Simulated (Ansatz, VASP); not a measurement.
**AlN: VASP beside Ansatz**

Contents of POSCAR:

```
AlN
1.0
    0.0000000000      2.2127336128      2.2127336128
    2.2127336128      0.0000000000      2.2127336128
    2.2127336128      2.2127336128      0.0000000000
Al N
1 1
Direct
    0.0000000000      0.0000000000      0.0000000000
    0.2500000000      0.2500000000      0.2500000000
```

File INCAR.step1:

```
SYSTEM = AlN
  ALGO = Normal
  EDIFF = 1E-5
  ENCUT = 520
  GGA = PE
  ISIF = 2
  ISMEAR = -1
  LASPH = .TRUE.
  LCHARG = .FALSE.
  LREAL = .FALSE.
  LWAVE = .TRUE.
  NBANDS = 11
  NELM = 100
  PREC = Accurate
  SIGMA = 0.05
```

File INCAR.step2:

```
SYSTEM = AlN
  AEXX = 0.25
  ALGO = Normal
  EDIFF = 1E-6
  ENCUT = 520
  GGA = PS
  ISIF = 2
  ISMEAR = -1
  ISTART = 1
  LASPH = .TRUE.
  LCHARG = .FALSE.
  LHFCALC = .TRUE.
  LREAL = .FALSE.
  LWAVE = .FALSE.
  NBANDS = 11
  NELM = 100
  PREC = Accurate
  PRECFOCK = Normal
  SIGMA = 0.05
```

KPOINTS

```
k-points
0
G
  5 5 5
  0 0 0
```

input.yaml

```yaml
crystal:
  lattice:
    - [0.0, 2.2127336128, 2.2127336128]
    - [2.2127336128, 0.0, 2.2127336128]
    - [2.2127336128, 2.2127336128, 0.0]
  atoms:
    - { symbol: Al, position: [0.0, 0.0, 0.0] }
    - { symbol: "N", position: [0.25, 0.25, 0.25] }
hamiltonian:
  xc: { exchange: pbesol, correlation: pbesol, exx: { coeff: 0.25 } }
  pseudopotentials: { kind: paw }
kpoints:
  mp_grid: { grid: [5, 5, 5] }
scf:
  occupations: { method: fermi_dirac, width: 0.05 }
output:
  forces: true
  stress: true
  eigenvalues: true
```

Alike in both runs: task single point; functional PBEsol-based global hybrid with a share of 0.25 of exact exchange; k mesh 5 × 5 × 5; occupations fermi-dirac, width 0.05 eV; no spin polarisation.

|  | VASP | Ansatz |
| --- | --- | --- |
| version | VASP 6.6.1 | Ansatz 0.2.0 |
| potentials or method | VASP PAW PBE potentials, release 64 (Al, N) | Ansatz PAW |
| plane-wave cutoff (eV) | 520 | 420 |
| valence electrons in the cell | 8 | 8 |

```csv
,VASP,Ansatz,Ansatz less VASP
gap on the k mesh at the Fermi level (eV),5.78,5.76,-0.025
least direct gap on the mesh (eV),5.90,5.87,-0.027
pressure (GPa),-10.4,-10.5,-0.03
```

VASP's potentials were made for PBE, not for PBEsol-based global hybrid.

The k mesh is coarse, so the values compare programs but aren't converged. Noted on Ansatz's run: odd divisions of the mesh miss points on the zone boundary, where band edges often lie, so the gap on the mesh can be too wide.
